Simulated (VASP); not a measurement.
Runs of VASP 6.6.1 on SrO. The structure is that of space group Pm-3m (No. 221), or close to it. The cells are those of the table. 

```tsv
level	cell	k mesh	smearing	grid for exact exchange (PRECFOCK)	screening parameter	gap on the mesh (eV)	pressure (GPa)
HSE06	a = 3.128 Å, angles 89.1°, 2 atoms	6 × 6 × 6	gaussian 0.01 eV	Normal	0.2079 1/Å	(c)	-1.7
PBE	a = 3.128 Å, angles 89.1°, 2 atoms	8 × 8 × 8	fermi-dirac 0.02 eV	-	-	(a)	1.3
r2SCAN	a = 3.051, b = 3.051, c = 3.103 Å, 2 atoms	8 × 8 × 8	gaussian 0.01 eV	-	-	(b)	4.6
PBE	a = 3.051, b = 3.051, c = 3.103 Å, 2 atoms	8 × 8 × 8	fermi-dirac 0.02 eV	-	-	2.69	7.4
```

Alike in all rows: task single point; potentials or basis VASP PAW PBE potentials, release 64 (Sr_sv, O); no spin polarisation; cutoff (eV) 520.

Estimate the missing entries.

(a) 2.76; (b) 3.19; (c) 4.26.

Caveats: the PAW data sets were made with another functional, which shifts forces and pressure a little (some runs).

A k mesh can miss the band edges, and the runs leave out spin-orbit coupling on Sr.
